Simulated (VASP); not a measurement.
## SiO2 (pbe): single point with PBE

The system is SiO2 (pbe).

```
Si O
1.0
     4.23219    0.00000    0.00000
     0.00000    4.23219    0.00000
     0.00000    0.00000    2.69175
Si O
2 4
Direct
  0.00000 0.00000 0.00000
  0.50000 0.50000 0.50000
  0.30700 0.30700 0.00000
  0.19300 0.80700 0.50000
  0.69300 0.69300 0.00000
  0.80700 0.19300 0.50000
```

| Quantity | Value |
| --- | --- |
| Program | VASP 6.6.1 |
| Task | single point |
| Functional | PBE |
| Potentials or basis | VASP PAW PBE potentials, release 64 (Si, O) |
| Cutoff | 520 eV |
| k mesh | 6 × 6 × 8 |
| Occupations | gaussian, width 0.1 eV |
| Spin | no spin polarisation |

```yaml
Pressure: 0.5 GPa
Largest_force: 0.040 eV/Å
Band_gap_on_the_k_mesh: 5.04 eV, direct
```

Forces on the atoms (eV/Å):
```
Si   0.000  0.000  0.000
Si   0.000  0.000  0.000
O   -0.028 -0.028  0.000
O    0.028 -0.028  0.000
O    0.028  0.028  0.000
O   -0.028  0.028  0.000
```

Stress tensor (GPa, compression positive):
```
0.45 0.00 0.00
0.00 0.45 0.00
0.00 0.00 0.55
```

Levels at points of the mesh, in eV from the valence-band top:
```tsv
k point	band 14	band 15	band 16	band 17	band 18	band 19
(0.00, 0.00, 0.00)	-0.85	-0.85	0.00	5.04	6.59	8.28
(0.50, 0.00, 0.00)	-2.62	-1.04	-1.04	7.30	7.30	8.87
(0.50, 0.50, 0.00)	-2.54	-2.17	-2.17	7.02	7.02	9.77
(0.00, 0.00, 0.50)	-2.88	-2.57	-2.57	8.65	8.65	12.22
(0.50, 0.00, 0.50)	-2.21	-1.67	-1.67	8.45	8.45	9.46
(0.50, 0.50, 0.50)	-1.73	-1.47	-1.47	6.83	6.83	10.70
```

Wall time 21 s on 1 thread of Intel(R) Xeon(R) 6975P-C (Granite Rapids), with other jobs on the host, peak memory 0.17 GiB.

A k mesh can miss the band edges. As with any semilocal functional, this PBE gap is likely too small.
